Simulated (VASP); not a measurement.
The system is La2S.

```
La S
1.0
    -2.00024    2.00024    4.97875
     2.00024   -2.00024    4.97875
     2.00024    2.00024   -4.97875
La S
2 1
Direct
  0.66839 0.66839 0.00000
  0.33161 0.33161 0.00000
  0.00000 0.00000 0.00000
```

The cell was generated, and may not be a known phase.

| Property | Result |
| --- | --- |
| Program | VASP 6.6.1 |
| Task | relaxation of cell and atoms |
| Functional | PBE |
| Potentials or basis | VASP PAW PBE potentials, release 64 (La, S) |
| Cutoff | 600 eV |
| k mesh | 6 × 6 × 6 |
| Occupations | gaussian, width 0.1 eV |
| Spin | no spin polarisation |

At the start: pressure 0.2 GPa; volume 26.56 Å³/atom.

Question: How do energy, volume and symmetry change on relaxing?

Answer: Over 17 steps the energy falls by 389.1 meV/atom and the volume is 29.32 Å³/atom (+10.4 %); space group I4/mmm (No. 139, to 0.1 Å) before and after.

The path:
| step | energy change (eV) | largest force (eV/Å) | pressure (GPa) | volume (Å³) |
| --- | --- | --- | --- | --- |
| 1 | 0.0000 | 0.8716 | 0.20 | 79.68 |
| 2 | -0.0886 | 1.0183 | 0.46 | 80.06 |
| 3 | -0.4158 | 0.9151 | 1.06 | 81.12 |
| 4 | -0.5824 | 1.2675 | 2.52 | 82.94 |
| 5 | -0.6387 | 0.4729 | 1.45 | 82.38 |
| 6 | -0.7030 | 0.5568 | 1.35 | 83.57 |
| 7 | -0.8904 | 0.7648 | 0.65 | 86.92 |
| 8 | -0.9535 | 1.2916 | -0.58 | 92.69 |
| 9 | -0.9859 | 1.1843 | -0.39 | 91.02 |
| 10 | -1.0983 | 0.6184 | -0.89 | 91.36 |
| 11 | -1.1056 | 0.5000 | -0.97 | 91.41 |
| 12 | -1.1315 | 0.4616 | -0.12 | 89.43 |
| 13 | -1.1447 | 0.3881 | 1.25 | 86.71 |
| 14 | -1.1612 | 0.1895 | 0.70 | 87.16 |
| 15 | -1.1668 | 0.0125 | 0.27 | 87.59 |
| 16 | -1.1668 | 0.0066 | 0.22 | 87.63 |
| 17 | -1.1672 | 0.0008 | 0.03 | 87.97 |

Final structure:
```xyz
3
Lattice="-1.8118 1.8118 6.7000 1.8118 -1.8118 6.7000 1.8118 1.8118 -6.7000" Properties=species:S:1:pos:R:3 pbc="T T T"
La    0.0000    0.0000    8.4045
La    0.0000    0.0000    4.9954
S     0.0000    0.0000    0.0000
```

Caveat: a cell axis changed by over 15 % at a fixed basis, so the end point is rough.
